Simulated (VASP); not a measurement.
Here is a VASP 6.6.1 calculation.

The input INCAR:

```
SYSTEM = TiC
PREC = Accurate
ENCUT = 520
EDIFF = 1E-7
ISMEAR = 0
SIGMA = 0.15
LREAL = .FALSE.
LASPH = .TRUE.
NELM = 80
ALGO = Normal
ISIF = 2
LWAVE = .FALSE.
LCHARG = .FALSE.
GGA = PS
NBANDS = 15
```

Contents of KPOINTS:

```
regular mesh
0
G
  18 18 18
  0 0 0
```

File POSCAR:

```
TiC
1.0
    0.0000000000      2.2505600000      2.1640000000
    2.0774400000      0.0000000000      2.1640000000
    2.0774400000      2.2505600000      0.0000000000
Ti C
1 1
Direct
    0.0000000000      0.0000000000      0.0000000000
    0.5000000000      0.5000000000      0.5000000000
```

Potentials or basis: VASP PAW PBE potentials, release 64 (Ti_sv, C).

Launch:

```console
$ cat potpaw_PBE.64/Ti_sv/POTCAR potpaw_PBE.64/C/POTCAR > POTCAR
$ mpirun -np 1 vasp_std > vasp.out
```

Predict the pressure.

-3.2 GPa.

Predict the band gap on the k mesh.

zero (band 8 reaches 10.33 eV, above the bottom of band 9 at 8.57 eV).

Stress tensor (GPa, compression positive):
```
 13.98   0.00   0.00
  0.00 -18.09   0.00
  0.00   0.00  -5.47
```

Caveat: the cell differs from its parent crystal (strain -0.0400 x Voigt [1, -1, 0, 0, 0, 0]); the PAW data sets were made with another functional, which shifts forces and pressure a little.
